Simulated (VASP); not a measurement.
A run of VASP 6.6.1:

File POSCAR:

```
ZrO5
1.0
    0.0000000000      2.9719023268      2.9719023268
    2.9719023268      0.0000000000      2.9719023268
    2.9719023268      2.9719023268      0.0000000000
Zr O
1 5
Direct
    0.0000000000      0.0000000000      0.0000000000
    0.7500000000      0.7500000000      0.7500000000
    0.3742394562      0.3742394562      0.8772816314
    0.3742394562      0.8772816314      0.3742394562
    0.3742394562      0.3742394562      0.3742394562
    0.8772816314      0.3742394562      0.3742394562
```

The input INCAR.step1:

```
ALGO = Normal ; EDIFF = 1E-6
ENCUT = 520 ; GGA = PE
ISIF = 2 ; ISMEAR = 0
LASPH = True ; LCHARG = True
LMAXMIX = 4 ; LREAL = False
LWAVE = False ; NBANDS = 30
NELM = 60 ; PREC = Accurate
SIGMA = 0.1
```

KPOINTS.step1

```
k-points
0
Gamma
  12 12 12
```

File INCAR.step2:

```
ALGO = Normal ; EDIFF = 1E-6
ENCUT = 520 ; GGA = PE
ICHARG = 11 ; ISIF = 2
ISMEAR = -5 ; LASPH = True
LCHARG = False ; LMAXMIX = 4
LORBIT = 11 ; LREAL = False
LWAVE = False ; NBANDS = 30
NEDOS = 2001 ; NELM = 60
PREC = Accurate ; SIGMA = 0.1
```

The input KPOINTS.step2:

```
k-points
0
Gamma
  18 18 18
```

Potentials or basis: VASP PAW PBE potentials, release 64 (Zr_sv, O).

Run with:

```bash
$ cat potpaw_PBE.64/Zr_sv/POTCAR potpaw_PBE.64/O/POTCAR > POTCAR
$ cp INCAR.step1 INCAR
$ cp KPOINTS.step1 KPOINTS
$ mpirun -np 1 vasp_std > vasp.out
$ cp INCAR.step2 INCAR
$ cp KPOINTS.step2 KPOINTS
$ mpirun -np 1 vasp_std > vasp.out
```

Hardware: 1 thread of Intel(R) Xeon(R) 6975P-C (Granite Rapids), on a shared host.

Task: Estimate the wall time of this run.

Result: It took 120 s on 1 thread of Intel(R) Xeon(R) 6975P-C (Granite Rapids), with other jobs on the host, peak memory 0.35 GiB. Counts: k points 195.
